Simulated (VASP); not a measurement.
Crystal: Zn2CdTe3.

```xyz
6
Lattice="4.6161 0.0000 0.0000 0.0000 4.6161 0.0000 0.0000 0.0000 7.7441" Properties=species:S:1:pos:R:3 pbc="T T T"
Zn    2.3081    0.0000    1.1469
Zn    0.0000    2.3081    1.1469
Cd    0.0000    0.0000    5.1758
Te    0.0000    0.0000    1.6414
Te    2.3081    0.0000    6.3948
Te    0.0000    2.3081    6.3948
```

The cell was built from a structure type or drawn by symmetry, and may not be a known phase.

```yaml
Program: VASP 6.6.1
Task: relaxation of cell and atoms
Functional: PBE
Potentials_or_basis: VASP PAW PBE potentials, release 64 (Zn, Cd, Te)
Cutoff: 600 eV
k_mesh: 4 × 4 × 2
Occupations: gaussian, width 0.1 eV
Spin: no spin polarisation
```

At the start: pressure 20.7 GPa; volume 27.50 Å³/atom.

Q: How do energy, volume and symmetry change on relaxing?

A: Over 17 steps the energy falls by 704.5 meV/atom and the volume is 36.44 Å³/atom (+32.5 %); space group P4mm (No. 99, to 0.1 Å) before and after.

Step by step:
```tsv
step	energy change (eV)	largest force (eV/Å)	pressure (GPa)	volume (Å³)
1	0.0000	4.0027	20.66	165.02
2	-3.3128	0.8667	-3.06	264.41
3	-3.6483	1.4861	-0.26	228.35
4	-3.6509	1.4000	-0.69	231.86
5	-3.6512	1.4358	-0.52	230.38
6	-3.8168	1.2981	-0.41	227.66
7	-4.0116	1.2854	1.04	219.15
8	-4.0240	1.0091	0.58	221.24
9	-4.1370	0.6269	0.09	222.38
10	-4.1945	0.2327	-0.44	224.07
11	-4.1947	0.1950	-0.41	223.98
12	-4.2064	0.1765	-0.18	221.45
13	-4.2135	0.1459	0.30	217.13
14	-4.2209	0.0960	0.18	217.73
15	-4.2259	0.0808	-0.05	218.82
16	-4.2270	0.0499	0.05	218.54
17	-4.2273	0.0400	0.02	218.63
```

Final structure:
```cif
data_structure
_symmetry_space_group_name_H-M 'P 1'
_symmetry_Int_Tables_number 1
_cell_length_a 5.4004
_cell_length_b 5.4004
_cell_length_c 7.4966
_cell_angle_alpha 90.000
_cell_angle_beta 90.000
_cell_angle_gamma 90.000
_cell_volume 218.63
loop_
_atom_site_label
_atom_site_type_symbol
_atom_site_fract_x
_atom_site_fract_y
_atom_site_fract_z
_atom_site_occupancy
Zn1 Zn 0.50000 0.00000 0.14728 1
Zn2 Zn 0.00000 0.50000 0.14728 1
Cd1 Cd 0.00000 0.00000 0.65932 1
Te1 Te 0.00000 0.00000 0.27302 1
Te2 Te 0.50000 0.00000 0.80057 1
Te3 Te 0.00000 0.50000 0.80057 1
```

Caveat: the k points lie up to 0.42 Å⁻¹ apart in the final cell, too coarse for converged energies and pressures of a metal; the volume moved by over 15 % at a fixed basis, so the end points are rough.
